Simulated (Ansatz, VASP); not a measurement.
**One calculation of GaP, two programs**

File POSCAR:

```
GaP
1.0
    0.0000000000      2.7662802841      2.6908860910
    2.7662802841      0.0000000000      2.6908860910
    2.7662802841      2.7662802841      0.0000000000
Ga P
1 1
Direct
    0.0000000000      0.0000000000      0.0000000000
    0.2500000000      0.2500000000      0.2500000000
```

File INCAR.step1:

```
PREC = Accurate ; ENCUT = 520
EDIFF = 1E-5 ; ISMEAR = 0
SIGMA = 0.01 ; LREAL = F
LASPH = T ; NELM = 60
ALGO = Normal ; ISIF = 2
LWAVE = T ; LCHARG = F
NBANDS = 16 ; GGA = PE
```

Contents of INCAR.step2:

```
PREC = Accurate ; ENCUT = 520
EDIFF = 1E-7 ; ISMEAR = 0
SIGMA = 0.01 ; LREAL = F
LASPH = T ; NELM = 60
ALGO = Normal ; ISIF = 2
LWAVE = F ; LCHARG = F
GGA = PE ; LHFCALC = T
HFSCREEN = 0.2079 ; PRECFOCK = Normal
NBANDS = 16 ; ISTART = 1
```

File KPOINTS:

```
Automatic mesh
0
Gamma
  6 6 6
```

Input for Ansatz:

```yaml
crystal:
  lattice:
    - [0.0, 2.7662802841, 2.690886091]
    - [2.7662802841, 0.0, 2.690886091]
    - [2.7662802841, 2.7662802841, 0.0]
  atoms:
    - { symbol: Ga, position: [0.0, 0.0, 0.0] }
    - { symbol: P, position: [0.25, 0.25, 0.25] }
kpoints:
  mp_grid: { grid: [6, 6, 6] }
  band_path:
    path:
      - [0.0, 0.0, 0.0]
      - [-0.5, -0.5, 0.0]
      - [-0.375, -0.375, 0.25]
      - [-0.375, 0.0, 0.375]
      - [0.0, 0.0, 0.5]
      - [-0.5, -0.25, 0.25]
      - [0.419271, 0.419271, 0.0]
    npoints: 1
hamiltonian:
  xc: hse06
scf:
  occupations: { method: fixed }
  n_extra_bands: 4
output:
  forces: true
  stress: true
  eigenvalues: true
```

Change from the starting cell: epitaxial_xy strain +1.5%.

Alike in both runs: task single point; functional HSE06; k mesh 6 × 6 × 6; no spin polarisation.

```csv
,VASP,Ansatz
version,VASP 6.6.1,Ansatz 0.2.0
potentials or method,"VASP PAW PBE potentials, release 64 (Ga_d, P)","plane waves, PAW"
plane-wave cutoff (eV),520,420
occupations,"gaussian, width 0.01 eV",fixed
valence electrons in the cell,18,18
```

|  | VASP | Ansatz | Ansatz less VASP |
| --- | --- | --- | --- |
| gap on the k mesh at the Fermi level (eV) | 2.10 | 2.10 | -0.003 |
| pressure (GPa) | -1.0 | -0.8 | +0.17 |
| traceless stress, the component that is largest in VASP (GPa) | 1.43 | 1.42 | -0.008 |

Ansatz's warnings: stress exchange threshold loose, stress scf threshold loose.
